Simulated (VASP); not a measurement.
BaTiO3: single point with PBE+U

Crystal: BaTiO3.

```
Ba Ti O
1.0
     2.86290    1.65289    2.35635
    -2.86290    1.65289    2.35635
     0.00000   -3.30579    2.35635
Ba Ti O
1 1 3
Direct
  0.00501 0.00501 0.00501
  0.51917 0.51917 0.51917
  0.48837 0.48837 0.97779
  0.48837 0.97779 0.48837
  0.97779 0.48837 0.48837
```

| Item | Value |
| --- | --- |
| Program | VASP 6.6.1 |
| Task | single point |
| Functional | PBE |
| Potentials or basis | VASP PAW PBE potentials, release 64 (Ba_sv, Ti_sv, O) |
| Cutoff | 520 eV |
| k mesh | 6 × 6 × 6 |
| Occupations | gaussian, width 0.02 eV |
| Spin | no spin polarisation |
| Hubbard terms | Ti d U = 4.0 eV |

* Pressure: 4.9 GPa
* Largest force: 1.230 eV/Å
* Band gap on the k mesh: 2.97 eV (least direct gap 3.51 eV)

Forces on the atoms (eV/Å):
```
Ba   0.000  0.000 -0.029
Ti   0.000  0.000 -1.230
O    0.000 -0.572  0.420
O   -0.495  0.286  0.420
O    0.495  0.286  0.420
```

Stress tensor (GPa, compression positive):
```
5.21 0.00 0.00
0.00 5.21 0.00
0.00 0.00 4.22
```

Levels at points of the mesh, in eV from the valence-band top:
| k point | band 17 | band 18 | band 19 | band 20 | band 21 | band 22 | band 23 | band 24 |
| --- | --- | --- | --- | --- | --- | --- | --- | --- |
| (0.00, 0.00, 0.00) | -1.00 | -0.63 | -0.54 | -0.54 | 2.97 | 2.97 | 3.11 | 4.49 |
| (0.50, 0.00, 0.00) | -1.61 | -1.50 | -1.04 | -0.92 | 3.15 | 4.14 | 4.28 | 4.45 |
| (0.50, 0.50, 0.00) | -1.71 | -0.93 | -0.85 | -0.09 | 4.24 | 4.25 | 4.56 | 4.85 |
| (0.50, 0.50, 0.50) | -2.25 | -0.04 | -0.04 | 0.00 | 4.59 | 4.81 | 4.81 | 6.32 |

Eigenvalues of the final occupation matrices:
```tsv
site	spin	trace	eigenvalues
site 2 d	1	0.84	0.11 0.12 0.12 0.25 0.25
site 2 d	2	0.84	0.11 0.12 0.12 0.25 0.25
```

It took 96 s on 1 thread of Intel Xeon 8259CL, on a shared host, peak memory 0.21 GiB.

Caveat: the cell stands under pressure; spin-orbit coupling is left out, which moves the levels of the heavy elements; forces of over 1 eV/Å act on the atoms, so gaps and moduli don't describe the material at rest. A k mesh can miss the band edges.
